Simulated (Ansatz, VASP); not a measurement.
# NbAg3 in VASP and in Ansatz

File INCAR:

```
SYSTEM = NbAg3
ALGO = Normal ; EDIFF = 1E-7
EDIFFG = -0.04 ; ENCUT = 600
GGA = PE ; IBRION = 2
ISIF = 3 ; ISMEAR = 0
LASPH = .True. ; LCHARG = .False.
LREAL = .False. ; LWAVE = .False.
NELM = 100 ; NSW = 90
PREC = Accurate ; SIGMA = 0.1
```

Contents of KPOINTS:

```
k-points
0
Gamma
  6 6 4
  0 0 0
```

File POSCAR:

```
NbAg3
1.0
    4.1246608000      0.0000000000      0.0000000000
   -2.0623304000      3.5720610400      0.0000000000
    0.0000000000      0.0000000000      5.1761249200
Nb Ag
1 3
Direct
    0.0000000000      0.0000000000      0.5000000000
    0.0000000000      0.0000000000      0.0000000000
    0.6666666700      0.3333333300      0.0000000000
    0.3333333300      0.6666666700      0.0000000000
```

Input for Ansatz:

```yaml
crystal:
  lattice:
    - [4.1246608, 0.0, 0.0]
    - [-2.0623304, 3.57206104, 0.0]
    - [0.0, 0.0, 5.17612492]
  atoms:
    - { symbol: Nb, position: [0.0, 0.0, 0.5] }
    - { symbol: Ag, position: [0.0, 0.0, 0.0] }
    - { symbol: Ag, position: [0.66666667, 0.33333333, 0.0] }
    - { symbol: Ag, position: [0.33333333, 0.66666667, 0.0] }
basis:
  ecutwfc: 420
kpoints:
  mp_grid: { grid: [6, 6, 4] }
hamiltonian:
  xc: pbe
scf:
  occupations: { method: gaussian, width: 0.1 }
  lower_state_search: "off"
output:
  forces: true
  stress: true
  eigenvalues: true
relax:
  adjacent_minimum: "off"
  f_tol: 0.04
  max_steps: 70
  cell: { stress_tol: 0.4 }
```

Alike in both runs: task relaxation of cell and atoms; functional PBE; k mesh 6 × 6 × 4; occupations gaussian, width 0.1 eV; no spin polarisation.

```csv
,VASP,Ansatz
version,VASP 6.6.1,Ansatz 0.2.0
potentials or method,"VASP PAW PBE potentials, release 64 (Nb_sv, Ag), cutoff 600 eV","scalar-relativistic, plane waves, PAW"
valence electrons in the cell,46,70
```

VASP gave:

```
gap on the k mesh at the Fermi level, each at its own relaxed structure (eV) : none
relaxed volume (Å³/atom)                                                     : 24.55
relaxed length of the cell vector where the two differ most in proportion (Å)              : 5.027
```

Task: Which values does Ansatz return?

Result: gap on the k mesh at the Fermi level, each at its own relaxed structure (eV): none; relaxed volume (Å³/atom): 24.58; relaxed length of the cell vector where the two differ most in proportion (Å): 5.030.

A gap of «none» marks a metal or a gap that the smearing closes. VASP's potentials hold 46 valence electrons a cell and Ansatz's 70, so a difference there can come from the potentials and not from the codes.

Noted on VASP's run: the volume moved by over 15 % at a fixed basis, so the end points are rough.
